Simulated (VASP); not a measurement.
Write the native input for VASP 6.6.1 that does the following.

```
Task                   : single point
Functional             : PBE
Potentials or basis    : VASP PAW PBE potentials, release 64 (Sc_sv, Ga_d, Sb, As)
Cutoff                 : 520 eV
k mesh                 : 4 × 4 × 4
Occupations            : gaussian, width 0.1 eV
Spin                   : no spin polarisation
Dipole correction      : no
Further INCAR settings : ALGO = Normal; EDIFF = 1e-06; NBANDS = 34
```

The structure of Sc2GaSbAs2 lies in POSCAR:

```
Sc2GaSbAs2
1.0
    6.6767809300      0.0000000000      0.0000000000
    0.0000000000      6.6767809300      0.0000000000
    0.0000000000      0.0000000000      5.7798906100
Sc Ga Sb As
2 1 1 2
Direct
    0.0000000000      0.5000000000      0.0000000000
    0.5000000000      0.0000000000      0.0000000000
    0.0000000000      0.0000000000      0.5000000000
    0.5000000000      0.5000000000      0.5000000000
    0.0000000000      0.0000000000      0.3351421500
    0.0000000000      0.0000000000      0.6648578500
```

One way to write it, as run:

INCAR

```
PREC     = Accurate       # precision mode
ENCUT    = 520            # plane-wave cutoff, eV
EDIFF    = 1E-6           # SCF threshold, eV
ISMEAR   = 0              # smearing method
SIGMA    = 0.1            # smearing width, eV
LREAL    = False          # projectors in reciprocal space
LASPH    = True           # aspherical terms in the spheres
NELM     = 60             # most SCF steps
ALGO     = Normal         # electronic algorithm
ISIF     = 2              # what is computed and relaxed
LWAVE    = False          # write WAVECAR
LCHARG   = False          # write CHGCAR
GGA      = PE             # functional
NBANDS   = 34             # bands
```

KPOINTS

```
regular mesh
0
Gamma
  4 4 4
```

Potentials or basis: VASP PAW PBE potentials, release 64 (Sc_sv, Ga_d, Sb, As).

Launch:

```bash
$ cat potpaw_PBE.64/Sc_sv/POTCAR potpaw_PBE.64/Ga_d/POTCAR potpaw_PBE.64/Sb/POTCAR potpaw_PBE.64/As/POTCAR > POTCAR
$ mpirun -np 1 vasp_std > vasp.out
```

Results of the run:

- Pressure: 167.2 GPa
- Largest force: 440.536 eV/Å
- Band gap on the k mesh: zero (band 25 reaches 1.80 eV, above the bottom of band 26 at 1.42 eV)

Caveat: spin-orbit coupling is left out, which moves the levels of the heavy elements; forces of over 1 eV/Å act on the atoms, so gaps and moduli don't describe the material at rest.

Wall time 4.9 min on 1 thread of AMD EPYC 7R13 Processor (Zen 3), with other jobs on the host, peak memory 0.42 GiB.
